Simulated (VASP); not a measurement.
A run of VASP 6.6.1 is set up as follows.

INCAR

```
SYSTEM = Ni
PREC = Accurate ; ENCUT = 520
EDIFF = 1E-6 ; ISMEAR = -1
SIGMA = 0.1 ; LREAL = .False.
LASPH = .True. ; NELM = 80
ALGO = Normal ; ISIF = 2
LWAVE = .False. ; LCHARG = .True.
GGA = PE ; LELF = .True.
LVHAR = .True. ; NBANDS = 50
```

KPOINTS

```
regular mesh
0
Gamma
  8 8 8
  0 0 0
```

The input POSCAR:

```
Ni
1.0
    4.4615525767      0.0000000000      0.0000000000
    0.0000000000      4.4615525767      0.0000000000
    0.0000000000      0.0000000000      4.4615525767
Ni
8
Direct
    1.0000000000      0.0000000000      0.0000000000
    0.5000000000      0.5000000000      0.5000000000
    0.2500000000      1.0000000000      0.5000000000
    0.7500000000      0.0000000000      0.5000000000
    0.5000000000      0.2500000000      0.0000000000
    0.5000000000      0.7500000000      1.0000000000
    0.0000000000      0.5000000000      0.2500000000
    0.0000000000      0.5000000000      0.7500000000
```

Potentials or basis: VASP PAW PBE potentials, release 64 (Ni).

The run is started by

```bash
$ cat potpaw_PBE.64/Ni/POTCAR > POTCAR
$ mpirun -np 1 vasp_std > vasp.out
```

Estimate the band gap on the k mesh.

zero (bands 40 and 41 overlap by 0.17 eV).

Estimate the pressure.

0.0 GPa.

Caveat: the run has no spin polarisation, though such a crystal can be magnetic. Spin polarisation is off, so any magnetic state and its effect on volume and gap are missing.
